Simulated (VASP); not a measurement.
# TiCo3 (Pm-3m) in VASP: notebook, part 2 of 2

VASP 6.6.1. Earlier steps stand in the parts before.

## Step 3: Single point, PBEsol, collinear spin, ferromagnetic start (7.97 Å³/atom)

This run uses another cell than the first one, of 7.97 Å³/atom.

INCAR

```
PREC     = Accurate       # precision mode
ENCUT    = 520            # plane-wave cutoff, eV
EDIFF    = 1E-7           # SCF threshold, eV
ISMEAR   = -1             # smearing method
SIGMA    = 0.05           # smearing width, eV
LREAL    = F              # projectors in reciprocal space
LASPH    = T              # aspherical terms in the spheres
NELM     = 150            # most SCF steps
ALGO     = Normal         # electronic algorithm
ISIF     = 2              # what is computed and relaxed
LWAVE    = F              # write WAVECAR
LCHARG   = F              # write CHGCAR
ISPIN    = 2              # spin polarisation
MAGMOM   = 0 2 2 2        # initial moments
LORBIT   = 11             # projections on sites
LMAXMIX  = 4              # l up to which the mixer works
GGA      = PS             # functional
NBANDS   = 32             # bands
```

KPOINTS

```
Automatic mesh
0
Gamma
  10 10 10
```

POSCAR

```
TiCo3
1.0
    3.1707051902      0.0000000000      0.0000000000
    0.0000000000      3.1707051902      0.0000000000
    0.0000000000      0.0000000000      3.1707051902
Ti Co
1 3
Direct
    0.0000000000      0.0000000000      0.0000000000
    0.0000000000      0.5000000000      0.5000000000
    0.5000000000      0.0000000000      0.5000000000
    0.5000000000      0.5000000000      0.0000000000
```

Potentials or basis: VASP PAW PBE potentials, release 64 (Ti_sv, Co).

The run is started by

```bash
$ cat potpaw_PBE.64/Ti_sv/POTCAR potpaw_PBE.64/Co/POTCAR > POTCAR
$ mpirun -np 1 vasp_std > vasp.out
```

OUTCAR:

```text
PREC = Accurate
   ENCUT = 520
   EDIFF = 1E-7
   ISMEAR = -1
   LREAL = F
   LASPH = T
   NELM = 150
   ISIF = 2
   ISPIN = 2
   LORBIT = 11
   GGA = PS

 ion  position               nearest neighbor table
   1  0.000  0.000  0.000-   2 2.24   3 2.24   4 2.24   2 2.24   3 2.24   2 2.24   4 2.24   2 2.24
                             3 2.24   4 2.24   3 2.24   4 2.24
   2  0.000  0.500  0.500-   1 2.24   3 2.24   4 2.24   1 2.24   4 2.24   1 2.24   3 2.24   1 2.24
                             3 2.24   4 2.24   4 2.24   3 2.24
   3  0.500  0.000  0.500-   1 2.24   2 2.24   4 2.24   1 2.24   4 2.24   2 2.24   4 2.24   4 2.24
                             1 2.24   2 2.24   1 2.24   2 2.24
   4  0.500  0.500  0.000-   1 2.24   2 2.24   3 2.24   2 2.24   3 2.24   1 2.24   3 2.24   3 2.24
                             1 2.24   2 2.24   2 2.24   1 2.24

  LATTYP: Found a simple cubic cell.
 ALAT       =     3.1707051902

  Lattice vectors:

 A1 = (   3.1707051902,   0.0000000000,   0.0000000000)
 A2 = (   0.0000000000,   3.1707051902,   0.0000000000)
 A3 = (   0.0000000000,   0.0000000000,   3.1707051902)

[... 1846 lines left out ...]
  Direction    XX          YY          ZZ          XY          YZ          ZX
  --------------------------------------------------------------------------------------
  -------------------------------------------------------------------------------------
  Total       30.2896138     30.2896138     30.2896138      0.0000000      0.0000000     -0.0000000
  in kB     1522.4278757   1522.4278757   1522.4278757      0.0000000      0.0000000     -0.0000000
  external PRESSURE =    1522.4278757 kB  Pullay stress =       0.0000000 kB

 VOLUME and BASIS-vectors are now :
 -----------------------------------------------------------------------------
  energy-cutoff  :      520.00
  volume of cell :       31.88
      direct lattice vectors                 reciprocal lattice vectors
     3.170705190  0.000000000  0.000000000     0.315387253  0.000000000  0.000000000
     0.000000000  3.170705190  0.000000000     0.000000000  0.315387253  0.000000000
     0.000000000  0.000000000  3.170705190     0.000000000  0.000000000  0.315387253

 POSITION                                       TOTAL-FORCE (eV/Angst)
 -----------------------------------------------------------------------------------
      0.00000      0.00000      0.00000         0.000000      0.000000      0.000000
      0.00000      1.58535      1.58535         0.000000      0.000000      0.000000
      1.58535      0.00000      1.58535         0.000000      0.000000      0.000000
      1.58535      1.58535      0.00000         0.000000      0.000000      0.000000
 -----------------------------------------------------------------------------------
    total drift:                                0.000000     -0.000000     -0.000000

  FREE ENERGIE OF THE ION-ELECTRON SYSTEM (eV)
  ---------------------------------------------------
  free  energy   TOTEN  =       -28.4902528937 eV

  energy  without entropy=      -28.4639781296  energy(sigma->0) =      -28.47711551

 total charge

# of ion       s       p       d       tot
------------------------------------------
    1        2.395   6.377   2.570  11.342
    2        0.705   0.882   7.710   9.297
    3        0.705   0.882   7.710   9.297
    4        0.705   0.882   7.710   9.297
--------------------------------------------------
tot          4.509   9.022  25.701  39.232

 magnetization (x)

# of ion       s       p       d       tot
------------------------------------------
    1        0.000   0.000   0.000   0.000
    2        0.000   0.000  -0.000  -0.000
    3        0.000   0.000  -0.000  -0.000
    4        0.000   0.000  -0.000  -0.000
--------------------------------------------------
tot          0.000   0.000  -0.000  -0.000
```

OSZICAR:

```text
N       E                     dE             d eps       ncg     rms          rms(c)
DAV:   1     0.334016889753E+03    0.33402E+03   -0.16520E+04  7424   0.175E+03
DAV:   2    -0.328466341753E+01   -0.33730E+03   -0.31649E+03  7192   0.389E+02
DAV:   3    -0.297932212880E+02   -0.26509E+02   -0.25721E+02  8584   0.127E+02
DAV:   4    -0.308619701840E+02   -0.10687E+01   -0.10637E+01  9392   0.221E+01
DAV:   5    -0.308896939548E+02   -0.27724E-01   -0.27722E-01  8696   0.354E+00    0.382E+01
DAV:   6    -0.311494407828E+02   -0.25975E+00   -0.22844E+01  8168   0.653E+01    0.163E+01
DAV:   7    -0.296235278214E+02    0.15259E+01   -0.18957E+01  8912   0.525E+01    0.136E+01
DAV:   8    -0.284869362229E+02    0.11366E+01   -0.25159E+00  9168   0.211E+01    0.489E+00
DAV:   9    -0.284899202860E+02   -0.29841E-02   -0.22433E-01  8872   0.423E+00    0.171E+00
DAV:  10    -0.284898798131E+02    0.40473E-04   -0.56817E-02  9096   0.216E+00    0.814E-01
DAV:  11    -0.284902350676E+02   -0.35525E-03   -0.64402E-03  9544   0.726E-01    0.400E-01
DAV:  12    -0.284904083791E+02   -0.17331E-03   -0.21237E-03  8608   0.436E-01    0.140E-01
DAV:  13    -0.284902721791E+02    0.13620E-03   -0.23780E-04  8624   0.148E-01    0.587E-02
DAV:  14    -0.284902512117E+02    0.20967E-04   -0.13463E-05  9112   0.322E-02    0.258E-02
DAV:  15    -0.284902516338E+02   -0.42206E-06   -0.53068E-06  8504   0.192E-02    0.138E-02
DAV:  16    -0.284902530005E+02   -0.13667E-05   -0.25036E-06  9104   0.158E-02    0.509E-03
DAV:  17    -0.284902528363E+02    0.16417E-06   -0.31813E-07  7480   0.461E-03    0.157E-03
DAV:  18    -0.284902528937E+02   -0.57438E-07   -0.33599E-08  4376   0.168E-03
   1 F= -.28490253E+02 E0= -.28477116E+02  d E =-.262748E-01  mag=    -0.0000
```

Run time: 2.6 min. Hardware: 1 thread of Intel Xeon 8259CL, shared host; peak memory 0.21 GiB.

What came out:

```
Free energy : -28.4903 eV
Pressure    : 152.2 GPa
Net moment  : 0.00 μB per cell
```

Caveat: the cell stands under pressure; the PAW data sets were made with another functional, which shifts forces and pressure a little.

## Step 4: Single point, PBEsol, collinear spin, ferromagnetic start (8.65 Å³/atom)

This run uses another cell than the first one, of 8.65 Å³/atom.

INCAR

```
PREC     = Accurate       # precision mode
ENCUT    = 520            # plane-wave cutoff, eV
EDIFF    = 1E-6           # SCF threshold, eV
ISMEAR   = -1             # smearing method
SIGMA    = 0.05           # smearing width, eV
LREAL    = False          # projectors in reciprocal space
LASPH    = True           # aspherical terms in the spheres
NELM     = 150            # most SCF steps
ALGO     = Normal         # electronic algorithm
ISIF     = 2              # what is computed and relaxed
LWAVE    = False          # write WAVECAR
LCHARG   = False          # write CHGCAR
ISPIN    = 2              # spin polarisation
MAGMOM   = 0 2 2 2        # initial moments
LORBIT   = 11             # projections on sites
LMAXMIX  = 4              # l up to which the mixer works
GGA      = PS             # functional
NBANDS   = 32             # bands
```

KPOINTS is that of step 3.

POSCAR

```
TiCo3
1.0
    3.2588250622      0.0000000000      0.0000000000
    0.0000000000      3.2588250622      0.0000000000
    0.0000000000      0.0000000000      3.2588250622
Ti Co
1 3
Direct
    0.0000000000      0.0000000000      0.0000000000
    0.0000000000      0.5000000000      0.5000000000
    0.5000000000      0.0000000000      0.5000000000
    0.5000000000      0.5000000000      0.0000000000
```

The run is started by

```bash
$ cat potpaw_PBE.64/Ti_sv/POTCAR potpaw_PBE.64/Co/POTCAR > POTCAR
$ mpirun -np 1 vasp_std > vasp.out
```

It took 2.1 min on 1 thread of Intel Xeon 8259CL, shared host; peak memory 0.22 GiB.

The run converged. Its results:

```yaml
Free_energy: -30.5623 eV
Pressure: 94.2 GPa
Net_moment: 0.00 μB per cell
Valence_electrons_inside_the_program's_atomic_spheres: Ti 11.07; Co 9.03
```

Levels at points of the mesh, in eV from the Fermi level:
Spin up:
```tsv
k point	band 17	band 18	band 19	band 20	band 21	band 22	band 23	band 24
(0.00, 0.00, 0.00)	0.71	1.09	1.09	1.09	3.53	3.53	4.48	4.48
(0.50, 0.00, 0.00)	-0.81	-0.81	-0.73	0.18	1.09	1.53	1.53	2.61
(0.50, 0.50, 0.00)	-1.33	-1.17	-1.17	-0.57	-0.50	2.23	2.23	2.89
(0.50, 0.50, 0.50)	-0.27	0.76	0.76	0.76	1.58	1.58	1.58	3.12
```
Spin down:
```csv
k point,band 17,band 18,band 19,band 20,band 21,band 22,band 23,band 24
"(0.00, 0.00, 0.00)",0.71,1.09,1.09,1.09,3.53,3.53,4.48,4.48
"(0.50, 0.00, 0.00)",-0.81,-0.81,-0.73,0.18,1.09,1.53,1.53,2.61
"(0.50, 0.50, 0.00)",-1.33,-1.17,-1.17,-0.57,-0.50,2.23,2.23,2.89
"(0.50, 0.50, 0.50)",-0.27,0.76,0.76,0.76,1.58,1.58,1.58,3.12
```

Caveat: the cell stands under pressure; the PAW data sets were made with another functional, which shifts forces and pressure a little.
